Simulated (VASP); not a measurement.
# AlInC4N4 (P-43m) in VASP: notebook

AlInC4N4 is run at these levels: PBE; tasks: single point.

Everything below comes from runs of VASP 6.6.1. Logs are shortened: lines on timing, memory, paths and dates and some standing lists are left out, and cuts for length are marked.

## Step 1: The cell of the first run

The structure is cubic, space group P-43m (No. 215). Conventional cell: a = 5.928 Å, b = 5.928 Å, c = 5.928 Å, α = 90.00°, β = 90.00°, γ = 90.00°. Al (site symmetry -43m) has 4 N at 1.96 Å within 2.6 Å. Within 2.7 Å of In (site symmetry -43m) lie 4 C at 2.00 Å. Within 1.6 Å of C (site symmetry 3m) lie 1 N at 1.17 Å. N (site symmetry 3m) has 1 C at 1.17 Å within 1.6 Å.

## Step 2: Single point, PBE

File INCAR:

```
ALGO = Normal
EDIFF = 1E-7
ENCUT = 520
GGA = PE
ISIF = 2
ISMEAR = 0
LASPH = True
LCHARG = False
LREAL = False
LWAVE = False
NBANDS = 37
NELM = 80
PREC = Accurate
SIGMA = 0.1
```

File KPOINTS:

```
k-points
0
Gamma
  4 4 4
```

File POSCAR:

```
AlInC4N4
1.0
    5.9276552100      0.0000000000      0.0000000000
    0.0000000000      5.9276552100      0.0000000000
    0.0000000000      0.0000000000      5.9276552100
Al In C N
1 1 4 4
Direct
    0.5000000000      0.5000000000      0.5000000000
    0.0000000000      0.0000000000      0.0000000000
    0.1948962700      0.1948962700      0.1948962700
    0.1948962700      0.8051037300      0.8051037300
    0.8051037300      0.1948962700      0.8051037300
    0.8051037300      0.8051037300      0.1948962700
    0.3088536100      0.3088536100      0.3088536100
    0.3088536100      0.6911463900      0.6911463900
    0.6911463900      0.3088536100      0.6911463900
    0.6911463900      0.6911463900      0.3088536100
```

Potentials or basis: VASP PAW PBE potentials, release 64 (Al, In_d, C, N).

Run with:

```console
cat potpaw_PBE.64/Al/POTCAR potpaw_PBE.64/In_d/POTCAR potpaw_PBE.64/C/POTCAR potpaw_PBE.64/N/POTCAR > POTCAR
mpirun -np 1 vasp_std > vasp.out
```

OUTCAR:

```text
EDIFF = 1E-7
   ENCUT = 520
   GGA = PE
   ISIF = 2
   ISMEAR = 0
   LASPH = True
   LREAL = False
   NELM = 80
   PREC = Accurate

 ion  position               nearest neighbor table
   1  0.500  0.500  0.500-   7 1.96   8 1.96   9 1.96  10 1.96
   2  0.000  0.000  0.000-   3 2.00   4 2.00   5 2.00   6 2.00
   3  0.195  0.195  0.195-   7 1.17   2 2.00
   4  0.195  0.805  0.805-   8 1.17   2 2.00
   5  0.805  0.195  0.805-   9 1.17   2 2.00
   6  0.805  0.805  0.195-  10 1.17   2 2.00
   7  0.309  0.309  0.309-   3 1.17   1 1.96
   8  0.309  0.691  0.691-   4 1.17   1 1.96
   9  0.691  0.309  0.691-   5 1.17   1 1.96
  10  0.691  0.691  0.309-   6 1.17   1 1.96

  LATTYP: Found a simple cubic cell.
 ALAT       =     5.9276552100

  Lattice vectors:

 A1 = (   5.9276552100,   0.0000000000,   0.0000000000)
 A2 = (   0.0000000000,   5.9276552100,   0.0000000000)
 A3 = (   0.0000000000,   0.0000000000,   5.9276552100)

Analysis of symmetry for initial positions (statically):
=====================================================================
 Subroutine PRICEL returns:
 Original cell was already a primitive cell.

 Routine SETGRP: Setting up the symmetry group for a
 simple cubic supercell.

 Subroutine GETGRP returns: Found 24 space group operations
 (whereof 24 operations were pure point group operations)
 out of a pool of 48 trial point group operations.

The static configuration has the point symmetry T_d .

Analysis of symmetry for dynamics (positions and initial velocities):
=====================================================================
 Subroutine PRICEL returns:
 Original cell was already a primitive cell.

 Routine SETGRP: Setting up the symmetry group for a
 simple cubic supercell.

 Subroutine GETGRP returns: Found 24 space group operations
 (whereof 24 operations were pure point group operations)
 out of a pool of 48 trial point group operations.

The dynamic configuration has the point symmetry T_d .

 Subroutine INISYM returns: Found 24 space group operations
 (whereof 24 operations are pure point group operations),
 and found     1 'primitive' translations

----------------------------------------------------------------------------------------

                                     Primitive cell

  volume of cell :     208.2806

  direct lattice vectors                    reciprocal lattice vectors
     5.927655210  0.000000000  0.000000000     0.168700770  0.000000000  0.000000000
     0.000000000  5.927655210  0.000000000     0.000000000  0.168700770  0.000000000
     0.000000000  0.000000000  5.927655210     0.000000000  0.000000000  0.168700770

  length of vectors
     5.927655210  5.927655210  5.927655210     0.168700770  0.168700770  0.168700770

  position of ions in fractional coordinates (direct lattice)
     0.500000000  0.500000000  0.500000000
     0.000000000  0.000000000  0.000000000
     0.194896270  0.194896270  0.194896270
     0.194896270  0.805103730  0.805103730
     0.805103730  0.194896270  0.805103730
     0.805103730  0.805103730  0.194896270
     0.308853610  0.308853610  0.308853610
     0.308853610  0.691146390  0.691146390
     0.691146390  0.308853610  0.691146390
     0.691146390  0.691146390  0.308853610

  ion indices of the primitive-cell ions
   primitive index   ion index
                 1           1
                 2           2
                 3           3
                 4           4
                 5           5
                 6           6
                 7           7
                 8           8
                 9           9
                10          10

----------------------------------------------------------------------------------------

 KPOINTS: k-points

Automatic generation of k-mesh.
 Grid dimensions read from file:
 generate k-points for:    4    4    4

 Generating k-lattice:

  Cartesian coordinates                     Fractional coordinates (reciprocal lattice)
     0.042175193  0.000000000  0.000000000     0.250000000  0.000000000  0.000000000
     0.000000000  0.042175193  0.000000000     0.000000000  0.250000000  0.000000000
     0.000000000  0.000000000  0.042175193     0.000000000  0.000000000  0.250000000

  Length of vectors
     0.042175193  0.042175193  0.042175193

  Shift w.r.t. Gamma in fractional coordinates (k-lattice)
     0.000000000  0.000000000  0.000000000

 Subroutine IBZKPT returns following result:
 ===========================================

 Found     10 irreducible k-points:

 Following reciprocal coordinates:
            Coordinates               Weight
  0.000000  0.000000  0.000000      1.000000
  0.250000  0.000000  0.000000      6.000000
  0.500000  0.000000  0.000000      3.000000
  0.250000  0.250000  0.000000     12.000000
  0.500000  0.250000  0.000000     12.000000
  0.500000  0.500000  0.000000      3.000000
  0.250000  0.250000  0.250000      8.000000
  0.500000  0.250000  0.250000     12.000000
  0.500000  0.500000  0.250000      6.000000
  0.500000  0.500000  0.500000      1.000000
   k-points           NKPTS =     10   k-points in BZ     NKDIM =     10   number of bands    NBANDS=     37
   number of dos      NEDOS =    301   number of ions     NIONS =     10
   total plane-waves  NPLWV = 110592
   dimension x,y,z NGX =    48 NGY =   48 NGZ =   48
   dimension x,y,z NGXF=    96 NGYF=   96 NGZF=   96
   ions per type =               1   1   4   4
   NGX,Y,Z   is equivalent  to a cutoff of  13.46, 13.46, 13.46 a.u.
   NGXF,Y,Z  is equivalent  to a cutoff of  26.92, 26.92, 26.92 a.u.
 SYSTEM =  unknown system
   PREC   = accura    normal or accurate (medium, high low for compatibility)
   ISTART =      0    job   : 0-new  1-cont  2-samecut
   ICHARG =      2    charge: 1-file 2-atom 10-const
   ISPIN  =      1    spin polarized calculation?
   LNONCOLLINEAR =      F non collinear calculations
   LSORBIT =      F    spin-orbit coupling
   LASPH  =      T    aspherical Exc in radial PAW
   ENCUT  =  520.0 eV  38.22 Ry    6.18 a.u.  11.02 11.02 11.02*2*pi/ulx,y,z
   NELM   =     80;   NELMIN=  2; NELMDL= -5     # of ELM steps
   EDIFF  = 0.1E-06   stopping-criterion for ELM
   LREAL  =      F    real-space projection
   EDIFFG = 0.1E-05   stopping-criterion for IOM
   NSW    =      0    number of steps for IOM
   IBRION =     -1    ionic relax: 0-MD 1-quasi-New 2-CG
   NFREE  =      0    steps in history (QN), initial steepest desc. (CG)
   ISIF   =      2    stress and relaxation
   ISYM   =      2    0-nonsym 1-usesym 2-fastsym
   POTIM  = 0.5000    time-step for ionic-motion
   TEBEG  =    0.0;   TEEND  =   0.0 temperature during run
   PSTRESS=    0.0 pullay stress
   NELECT =      52.0000    total number of electrons
   NUPDOWN=      -1.0000    fix difference up-down
   EMIN   =  10.00;   EMAX   =-10.00  energy-range for DOS
   EFERMI =   0.00;   METHOD = LEGACY
   ISMEAR =     0;   SIGMA  =   0.10  broadening in eV -4-tet -1-fermi 0-gaus
   EFERMI_NEDOS =   21; number of points for ismear=-14 and -15
   IALGO  =     38    algorithm
   IMIX   =      4    mixing-type and parameters
     AMIX     =   0.40;   BMIX     =  1.00
     AMIX_MAG =   1.60;   BMIX_MAG =  1.00
  volume/ion in A,a.u.               =      20.83       140.55
  Fermi-wavevector in a.u.,A,eV,Ry     =   1.030844  1.948013 14.458090  1.062640
  Thomas-Fermi vector in A             =   2.164963
   LORBIT       =      0    0 simple, 1 ext, 2 COOP (PROOUT), +10 PAW based schemes
   GGA     = PE    functional components
   LHFCALC =     F    Hartree Fock is set to
   AEXX    =    0.0000 exact exchange contribution
   IVDW    =     0    specifies the selected vdW correction
   LEPSILON=     F    determine dielectric tensor
   LRPA    =     F    only Hartree local field effects (RPA)
 non-spin polarized calculation
 Gauss-broadening in eV      SIGMA  =   0.10
  energy-cutoff  :      520.00
  volume of cell :      208.28
 maximum number of plane-waves:      5632
 NGX is ok and might be reduce to    48
   NGX = 23   NGY = 23   NGZ = 23

 number of electron      52.0000000 magnetization

 Free energy of the ion-electron system (eV)
  ---------------------------------------------------
  ext. energy  EPLUGINS =         0.00000000
  ---------------------------------------------------
  free energy    TOTEN  =       -70.47020446 eV

  energy without entropy =      -70.41941185  energy(sigma->0) =      -70.44480815

 E-fermi :   2.6916     XC(G=0):  -7.2087

 val. band max:        2.6905472365   @ k =   0.5000   0.2500   0.2500
 cond. band min:       2.6974659342   @ k =   0.5000   0.0000   0.0000
 fundamental gap:      0.0069186976
 Fermi energy:         2.6916391160

 k-point     1 :       0.0000    0.0000    0.0000
  band No.  band energies     occupation
      1     -18.0236      2.00000
      2     -17.8681      2.00000
      3     -17.8681      2.00000
      4     -17.8681      2.00000
      5     -14.2270      2.00000
      6     -14.2270      2.00000
[... 29 lines left out ...]
     36       7.5474      0.00000
     37       7.9821      0.00000

 k-point     2 :       0.2500    0.0000    0.0000
  band No.  band energies     occupation
      1     -18.0095      2.00000
      2     -17.8822      2.00000
      3     -17.8681      2.00000
      4     -17.8681      2.00000
      5     -14.2298      2.00000
      6     -14.2269      2.00000
[... 29 lines left out ...]
     36       7.1112      0.00000
     37       7.4424      0.00000
[... 278 lines left out ...]
     36       6.5902      0.00000
     37       6.5902      0.00000

 k-point    10 :       0.5000    0.5000    0.5000
  band No.  band energies     occupation
      1     -17.9734      2.00000
      2     -17.8836      2.00000
      3     -17.8836      2.00000
      4     -17.8836      2.00000
      5     -14.2264      2.00000
      6     -14.2264      2.00000
[... 29 lines left out ...]
     36       6.1782      0.00000
     37       6.1782      0.00000

------------------------ aborting loop because EDIFF is reached ----------------------------------------

  FORCE on cell =-STRESS in cart. coord.  units (eV):
  Direction    XX          YY          ZZ          XY          YZ          ZX
  --------------------------------------------------------------------------------------
  -------------------------------------------------------------------------------------
  Total        5.6513532      5.6513532      5.6513532      0.0000000      0.0000000     -0.0000000
  in kB       43.4724614     43.4724614     43.4724614      0.0000000      0.0000000     -0.0000000
  external PRESSURE =      43.4724614 kB  Pullay stress =       0.0000000 kB

 VOLUME and BASIS-vectors are now :
 -----------------------------------------------------------------------------
  energy-cutoff  :      520.00
  volume of cell :      208.28
      direct lattice vectors                 reciprocal lattice vectors
     5.927655210  0.000000000  0.000000000     0.168700770  0.000000000  0.000000000
     0.000000000  5.927655210  0.000000000     0.000000000  0.168700770  0.000000000
     0.000000000  0.000000000  5.927655210     0.000000000  0.000000000  0.168700770

 POSITION                                       TOTAL-FORCE (eV/Angst)
 -----------------------------------------------------------------------------------
      2.96383      2.96383      2.96383         0.000000     -0.000000     -0.000000
      0.00000      0.00000      0.00000        -0.000000     -0.000000     -0.000000
      1.15528      1.15528      1.15528         0.509214      0.509214      0.509214
      1.15528      4.77238      4.77238         0.509214     -0.509214     -0.509214
      4.77238      1.15528      4.77238        -0.509214      0.509214     -0.509214
      4.77238      4.77238      1.15528        -0.509214     -0.509214      0.509214
      1.83078      1.83078      1.83078         2.148352      2.148352      2.148352
      1.83078      4.09688      4.09688         2.148352     -2.148352     -2.148352
      4.09688      1.83078      4.09688        -2.148352      2.148352     -2.148352
      4.09688      4.09688      1.83078        -2.148352     -2.148352      2.148352
 -----------------------------------------------------------------------------------
    total drift:                                0.000000      0.000000      0.000000

  FREE ENERGIE OF THE ION-ELECTRON SYSTEM (eV)
  ---------------------------------------------------
  free  energy   TOTEN  =       -70.4702044552 eV

  energy  without entropy=      -70.4194118519  energy(sigma->0) =      -70.44480815
```

Run time: 41 s. Hardware: 1 thread of Intel Xeon 6975P-C (Granite Rapids), shared host; peak memory 0.37 GiB.

What came out:

- Free energy: -70.4702 eV
- Pressure: 4.3 GPa
- Largest force: 3.721 eV/Å
- Band gap on the k mesh: zero (band 26 reaches 2.98 eV, above the bottom of band 27 at 2.46 eV)

Forces on the atoms (eV/Å):
```
Al   0.000  0.000  0.000
In   0.000  0.000  0.000
C    0.509  0.509  0.509
C    0.509 -0.509 -0.509
C   -0.509  0.509 -0.509
C   -0.509 -0.509  0.509
N    2.148  2.148  2.148
N    2.148 -2.148 -2.148
N   -2.148  2.148 -2.148
N   -2.148 -2.148  2.148
```

Caveat: spin-orbit coupling is left out, which moves the levels of the heavy elements; forces of over 1 eV/Å act on the atoms, so gaps and moduli don't describe the material at rest.

(Part 1 of 2 ends here.)
